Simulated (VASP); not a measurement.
# MgCd5O6 (P4/mmm) in VASP: further runs

The runs below take MgCd5O6 through single point, with PBE.

Everything below comes from runs of VASP 6.6.1. Logs are shortened: lines on timing, memory, paths and dates and some standing lists are left out, and cuts for length are marked.

### Step 1. The cell of the first run

Symmetry: P4/mmm, No. 123, tetragonal system. The conventional cell has a = 3.329 Å, b = 3.329 Å, c = 14.107 Å, α = 90.00°, β = 90.00°, γ = 90.00°. Mg (site symmetry 4/mmm) has 6 O at 2.15 to 2.35 Å within 2.8 Å. Cd (site symmetry 4mm) has 6 O at 2.26 to 2.38 Å within 3.0 Å. Cd (site symmetry 4mm) has 6 O at 2.35 to 2.47 Å within 3.1 Å. Within 3.1 Å of Cd (site symmetry 4/mmm) lie 6 O at 2.35 to 2.41 Å. O (site symmetry 4mm) has 6 Cd at 2.35 to 2.41 Å within 3.1 Å. O (site symmetry 4/mmm) has 6 Cd at 2.35 to 2.43 Å within 3.1 Å. Within 2.8 Å of O (site symmetry 4mm) lie 1 Mg at 2.15 Å and 5 Cd at 2.36 to 2.47 Å. Within 3.0 Å of O (site symmetry 4/mmm) lie 2 Cd at 2.26 Å and 4 Mg at 2.35 Å.

### Step 2. Single point, PBE

INCAR

```
SYSTEM = MgCd5O6
PREC = Accurate
ENCUT = 520
EDIFF = 1E-7
ISMEAR = 0
SIGMA = 0.1
LREAL = .FALSE.
LASPH = .TRUE.
NELM = 80
ALGO = Normal
ISIF = 2
LWAVE = .FALSE.
LCHARG = .TRUE.
GGA = PE
LELF = .TRUE.
LVHAR = .TRUE.
NBANDS = 61
```

KPOINTS

```
Automatic mesh
0
G
  6 6 2
  0 0 0
```

POSCAR

```
MgCd5O6
1.0
    3.3287903000      0.0000000000      0.0000000000
    0.0000000000      3.3287903000      0.0000000000
    0.0000000000      0.0000000000     14.1065272000
Mg Cd O
1 5 6
Direct
    0.5000000000      0.5000000000      0.5000000000
    0.0000000000      0.0000000000      0.6603360000
    0.5000000000      0.5000000000      0.8276890000
    0.0000000000      0.0000000000      0.0000000000
    0.5000000000      0.5000000000      0.1723110000
    0.0000000000      0.0000000000      0.3396640000
    0.0000000000      0.0000000000      0.8292420000
    0.5000000000      0.5000000000      0.0000000000
    0.0000000000      0.0000000000      0.1707580000
    0.5000000000      0.5000000000      0.3474780000
    0.0000000000      0.0000000000      0.5000000000
    0.5000000000      0.5000000000      0.6525220000
```

Potentials or basis: VASP PAW PBE potentials, release 64 (Mg, Cd, O).

Run with:

```console
$ cat potpaw_PBE.64/Mg/POTCAR potpaw_PBE.64/Cd/POTCAR potpaw_PBE.64/O/POTCAR > POTCAR
$ mpirun -np 1 vasp_std > vasp.out
```

OUTCAR:

```text
SYSTEM = MgCd5O6
   PREC = Accurate
   ENCUT = 520
   EDIFF = 1E-7
   ISMEAR = 0
   LREAL = .FALSE.
   LASPH = .TRUE.
   NELM = 80
   ISIF = 2
   GGA = PE

 ion  position               nearest neighbor table
   1  0.500  0.500  0.500-  10 2.15  12 2.15  11 2.35  11 2.35  11 2.35  11 2.35   6 3.26   6 3.26
                             2 3.26   6 3.26   2 3.26   2 3.26   6 3.26   2 3.26
   2  0.000  0.000  0.660-  11 2.26  12 2.36  12 2.36  12 2.36  12 2.36   7 2.38   1 3.26   1 3.26
                             1 3.26   1 3.26   3 3.33   3 3.33   3 3.33   3 3.33
   3  0.500  0.500  0.828-   7 2.35   7 2.35   7 2.35   7 2.35   8 2.43  12 2.47   2 3.33   2 3.33
                             2 3.33   2 3.33   4 3.38   4 3.38   4 3.38   4 3.38
   4  0.000  0.000  0.000-   8 2.35   8 2.35   8 2.35   8 2.35   9 2.41   7 2.41   5 3.38   5 3.38
                             3 3.38   5 3.38   3 3.38   3 3.38   5 3.38   3 3.38
   5  0.500  0.500  0.172-   9 2.35   9 2.35   9 2.35   9 2.35   8 2.43  10 2.47   6 3.33   6 3.33
                             6 3.33   6 3.33   4 3.38   4 3.38   4 3.38   4 3.38
   6  0.000  0.000  0.340-  11 2.26  10 2.36  10 2.36  10 2.36  10 2.36   9 2.38   1 3.26   1 3.26
                             1 3.26   1 3.26   5 3.33   5 3.33   5 3.33   5 3.33
   7  0.000  0.000  0.829-   3 2.35   3 2.35   3 2.35   3 2.35   2 2.38   4 2.41
   8  0.500  0.500  0.000-   4 2.35   4 2.35   4 2.35   4 2.35   5 2.43   3 2.43
   9  0.000  0.000  0.171-   5 2.35   5 2.35   5 2.35   5 2.35   6 2.38   4 2.41
  10  0.500  0.500  0.347-   1 2.15   6 2.36   6 2.36   6 2.36   6 2.36   5 2.47
  11  0.000  0.000  0.500-   2 2.26   6 2.26   1 2.35   1 2.35   1 2.35   1 2.35
  12  0.500  0.500  0.653-   1 2.15   2 2.36   2 2.36   2 2.36   2 2.36   3 2.47

  LATTYP: Found a simple tetragonal cell.
 ALAT       =     3.3287903000
 C/A-ratio  =     4.2377338098

  Lattice vectors:

 A1 = (   3.3287903000,   0.0000000000,   0.0000000000)
 A2 = (   0.0000000000,   3.3287903000,   0.0000000000)
 A3 = (   0.0000000000,   0.0000000000,  14.1065272000)

Analysis of symmetry for initial positions (statically):
=====================================================================
 Subroutine PRICEL returns:
 Original cell was already a primitive cell.

 Routine SETGRP: Setting up the symmetry group for a
 simple tetragonal supercell.

 Subroutine GETGRP returns: Found 16 space group operations
 (whereof 16 operations were pure point group operations)
 out of a pool of 16 trial point group operations.

The static configuration has the point symmetry D_4h.

Analysis of symmetry for dynamics (positions and initial velocities):
=====================================================================
 Subroutine PRICEL returns:
 Original cell was already a primitive cell.

 Routine SETGRP: Setting up the symmetry group for a
 simple tetragonal supercell.

 Subroutine GETGRP returns: Found 16 space group operations
 (whereof 16 operations were pure point group operations)
 out of a pool of 16 trial point group operations.

The dynamic configuration has the point symmetry D_4h.

 Subroutine INISYM returns: Found 16 space group operations
 (whereof 16 operations are pure point group operations),
 and found     1 'primitive' translations

----------------------------------------------------------------------------------------

                                     Primitive cell

  volume of cell :     156.3122

  direct lattice vectors                    reciprocal lattice vectors
     3.328790300  0.000000000  0.000000000     0.300409431  0.000000000  0.000000000
     0.000000000  3.328790300  0.000000000     0.000000000  0.300409431  0.000000000
     0.000000000  0.000000000 14.106527200     0.000000000  0.000000000  0.070889170

  length of vectors
     3.328790300  3.328790300 14.106527200     0.300409431  0.300409431  0.070889170

  position of ions in fractional coordinates (direct lattice)
     0.500000000  0.500000000  0.500000000
     0.000000000  0.000000000  0.660336000
     0.500000000  0.500000000  0.827689000
     0.000000000  0.000000000  0.000000000
     0.500000000  0.500000000  0.172311000
     0.000000000  0.000000000  0.339664000
     0.000000000  0.000000000  0.829242000
     0.500000000  0.500000000  0.000000000
     0.000000000  0.000000000  0.170758000
     0.500000000  0.500000000  0.347478000
     0.000000000  0.000000000  0.500000000
     0.500000000  0.500000000  0.652522000

  ion indices of the primitive-cell ions
   primitive index   ion index
                 1           1
                 2           2
                 3           3
                 4           4
                 5           5
                 6           6
                 7           7
                 8           8
                 9           9
                10          10
                11          11
                12          12

----------------------------------------------------------------------------------------

 KPOINTS: Automatic mesh

Automatic generation of k-mesh.
 Grid dimensions read from file:
 generate k-points for:    6    6    2

 Generating k-lattice:

  Cartesian coordinates                     Fractional coordinates (reciprocal lattice)
     0.050068239  0.000000000  0.000000000     0.166666667  0.000000000  0.000000000
     0.000000000  0.050068239  0.000000000     0.000000000  0.166666667  0.000000000
     0.000000000  0.000000000  0.035444585     0.000000000  0.000000000  0.500000000

  Length of vectors
     0.050068239  0.050068239  0.035444585

  Shift w.r.t. Gamma in fractional coordinates (k-lattice)
     0.000000000  0.000000000  0.000000000

 Subroutine IBZKPT returns following result:
 ===========================================

 Found     20 irreducible k-points:

 Following reciprocal coordinates:
            Coordinates               Weight
  0.000000  0.000000  0.000000      1.000000
  0.166667  0.000000  0.000000      4.000000
  0.333333  0.000000  0.000000      4.000000
  0.500000  0.000000  0.000000      2.000000
  0.166667  0.166667  0.000000      4.000000
  0.333333  0.166667  0.000000      8.000000
[... 12 lines left out ...]
  0.500000  0.333333  0.500000      4.000000
  0.500000  0.500000  0.500000      1.000000
   k-points           NKPTS =     20   k-points in BZ     NKDIM =     20   number of bands    NBANDS=     61
   number of dos      NEDOS =    301   number of ions     NIONS =     12
   total plane-waves  NPLWV =  84672
   dimension x,y,z NGX =    28 NGY =   28 NGZ =  108
   dimension x,y,z NGXF=    56 NGYF=   56 NGZF=  216
   ions per type =               1   5   6
   NGX,Y,Z   is equivalent  to a cutoff of  13.98, 13.98, 12.73 a.u.
   NGXF,Y,Z  is equivalent  to a cutoff of  27.97, 27.97, 25.46 a.u.
 SYSTEM =  MgCd5O6
   PREC   = accura    normal or accurate (medium, high low for compatibility)
   ISTART =      0    job   : 0-new  1-cont  2-samecut
   ICHARG =      2    charge: 1-file 2-atom 10-const
   ISPIN  =      1    spin polarized calculation?
   LNONCOLLINEAR =      F non collinear calculations
   LSORBIT =      F    spin-orbit coupling
   LASPH  =      T    aspherical Exc in radial PAW
   ENCUT  =  520.0 eV  38.22 Ry    6.18 a.u.   6.19  6.19 26.23*2*pi/ulx,y,z
   NELM   =     80;   NELMIN=  2; NELMDL= -5     # of ELM steps
   EDIFF  = 0.1E-06   stopping-criterion for ELM
   LREAL  =      F    real-space projection
   EDIFFG = 0.1E-05   stopping-criterion for IOM
   NSW    =      0    number of steps for IOM
   IBRION =     -1    ionic relax: 0-MD 1-quasi-New 2-CG
   NFREE  =      0    steps in history (QN), initial steepest desc. (CG)
   ISIF   =      2    stress and relaxation
   ISYM   =      2    0-nonsym 1-usesym 2-fastsym
   POTIM  = 0.5000    time-step for ionic-motion
   TEBEG  =    0.0;   TEEND  =   0.0 temperature during run
   PSTRESS=    0.0 pullay stress
   NELECT =      98.0000    total number of electrons
   NUPDOWN=      -1.0000    fix difference up-down
   EMIN   =  10.00;   EMAX   =-10.00  energy-range for DOS
   EFERMI =   0.00;   METHOD = LEGACY
   ISMEAR =     0;   SIGMA  =   0.10  broadening in eV -4-tet -1-fermi 0-gaus
   EFERMI_NEDOS =   21; number of points for ismear=-14 and -15
   IALGO  =     38    algorithm
   IMIX   =      4    mixing-type and parameters
     AMIX     =   0.40;   BMIX     =  1.00
     AMIX_MAG =   1.60;   BMIX_MAG =  1.00
  volume/ion in A,a.u.               =      13.03        87.90
  Fermi-wavevector in a.u.,A,eV,Ry     =   1.401154  2.647797 26.711399  1.963232
  Thomas-Fermi vector in A             =   2.524043
   LORBIT       =      0    0 simple, 1 ext, 2 COOP (PROOUT), +10 PAW based schemes
   GGA     = PE    functional components
   LHFCALC =     F    Hartree Fock is set to
   AEXX    =    0.0000 exact exchange contribution
   IVDW    =     0    specifies the selected vdW correction
   LEPSILON=     F    determine dielectric tensor
   LRPA    =     F    only Hartree local field effects (RPA)
 non-spin polarized calculation
 Gauss-broadening in eV      SIGMA  =   0.10
  energy-cutoff  :      520.00
  volume of cell :      156.31
 maximum number of plane-waves:      4264
 NGX is ok and might be reduce to    28
   NGX = 13   NGY = 13   NGZ = 53

 number of electron      98.0000037 magnetization

 Free energy of the ion-electron system (eV)
  ---------------------------------------------------
  ext. energy  EPLUGINS =         0.00000000
  ---------------------------------------------------
  free energy    TOTEN  =       -49.95753465 eV

  energy without entropy =      -49.95419783  energy(sigma->0) =      -49.95586624

 E-fermi :   2.1620     XC(G=0): -11.3323

 val. band max:        2.1165398341   @ k =   0.5000   0.0000   0.5000
 cond. band min:       2.4585288600   @ k =   0.0000   0.0000   0.5000
 fundamental gap:      0.3419890260
 Fermi energy:         2.1619518012

 k-point     1 :       0.0000    0.0000    0.0000
  band No.  band energies     occupation
      1     -15.3362      2.00000
      2     -15.1667      2.00000
      3     -14.9884      2.00000
      4     -14.8217      2.00000
      5     -14.7626      2.00000
      6     -14.2205      2.00000
[... 53 lines left out ...]
     60      13.2554      0.00000
     61      13.6028      0.00000

 k-point     2 :       0.1667    0.0000    0.0000
  band No.  band energies     occupation
      1     -15.2201      2.00000
      2     -15.0678      2.00000
      3     -14.8825      2.00000
      4     -14.7576      2.00000
      5     -14.6846      2.00000
      6     -14.1936      2.00000
[... 53 lines left out ...]
     60      11.8311      0.00000
     61      12.6001      0.00000

 k-point     3 :       0.3333    0.0000    0.0000
  band No.  band energies     occupation
      1     -14.9557      2.00000
      2     -14.8559      2.00000
      3     -14.6660      2.00000
      4     -14.6136      2.00000
      5     -14.5240      2.00000
      6     -14.1634      2.00000
[... 1077 lines left out ...]
     60      10.7127      0.00000
     61      11.0304      0.00000

 k-point    20 :       0.5000    0.5000    0.5000
  band No.  band energies     occupation
      1     -14.8272      2.00000
      2     -14.7909      2.00000
      3     -14.6677      2.00000
      4     -14.5059      2.00000
      5     -14.4808      2.00000
      6     -14.0188      2.00000
[... 53 lines left out ...]
     60      10.7326      0.00000
     61      10.7326      0.00000

------------------------ aborting loop because EDIFF is reached ----------------------------------------

  FORCE on cell =-STRESS in cart. coord.  units (eV):
  Direction    XX          YY          ZZ          XY          YZ          ZX
  --------------------------------------------------------------------------------------
  -------------------------------------------------------------------------------------
  Total        1.1603647      1.1603647      0.8846285      0.0000000     -0.0000000      0.0000000
  in kB       11.8935662     11.8935662      9.0673113      0.0000000     -0.0000000      0.0000000
  external PRESSURE =      10.9514812 kB  Pullay stress =       0.0000000 kB

 VOLUME and BASIS-vectors are now :
 -----------------------------------------------------------------------------
  energy-cutoff  :      520.00
  volume of cell :      156.31
      direct lattice vectors                 reciprocal lattice vectors
     3.328790300  0.000000000  0.000000000     0.300409431  0.000000000  0.000000000
     0.000000000  3.328790300  0.000000000     0.000000000  0.300409431  0.000000000
     0.000000000  0.000000000 14.106527200     0.000000000  0.000000000  0.070889170

 POSITION                                       TOTAL-FORCE (eV/Angst)
 -----------------------------------------------------------------------------------
      1.66440      1.66440      7.05326        -0.000000      0.000000      0.000000
      0.00000      0.00000      9.31505        -0.000000      0.000000      0.040940
      1.66440      1.66440     11.67582         0.000000     -0.000000      0.005645
      0.00000      0.00000      0.00000        -0.000000      0.000000      0.000000
      1.66440      1.66440      2.43071         0.000000     -0.000000     -0.005645
      0.00000      0.00000      4.79148        -0.000000      0.000000     -0.040940
      0.00000      0.00000     11.69772        -0.000000      0.000000     -0.009953
      1.66440      1.66440      0.00000        -0.000000      0.000000      0.000000
      0.00000      0.00000      2.40880        -0.000000      0.000000      0.009953
      1.66440      1.66440      4.90171        -0.000000      0.000000      0.050279
      0.00000      0.00000      7.05326        -0.000000      0.000000      0.000000
      1.66440      1.66440      9.20482        -0.000000      0.000000     -0.050279
 -----------------------------------------------------------------------------------
    total drift:                                0.000000      0.000000      0.000000

  FREE ENERGIE OF THE ION-ELECTRON SYSTEM (eV)
  ---------------------------------------------------
  free  energy   TOTEN  =       -49.9575346487 eV

  energy  without entropy=      -49.9541978277  energy(sigma->0) =      -49.95586624
```

Wall time 2.7 min (1 thread of Intel Xeon 6975P-C (Granite Rapids), shared host); peak memory 0.35 GiB.

Results:

- Free energy: -49.9575 eV
- Pressure: 1.1 GPa
- Largest force: 0.050 eV/Å
- Band gap on the k mesh: zero (band 49 reaches 2.12 eV, above the bottom of band 50 at 1.74 eV)

Forces in eV/Å, atoms in the order of the input:
```
Mg   0.000  0.000  0.000
Cd   0.000  0.000  0.041
Cd   0.000  0.000  0.006
Cd   0.000  0.000  0.000
Cd   0.000  0.000 -0.006
Cd   0.000  0.000 -0.041
O    0.000  0.000 -0.010
O    0.000  0.000  0.000
O    0.000  0.000  0.010
O    0.000  0.000  0.050
O    0.000  0.000  0.000
O    0.000  0.000 -0.050
```

Stress tensor (GPa, compression positive):
```
1.19 0.00 0.00
0.00 1.19 0.00
0.00 0.00 0.91
```

[end of part 1 of 2]
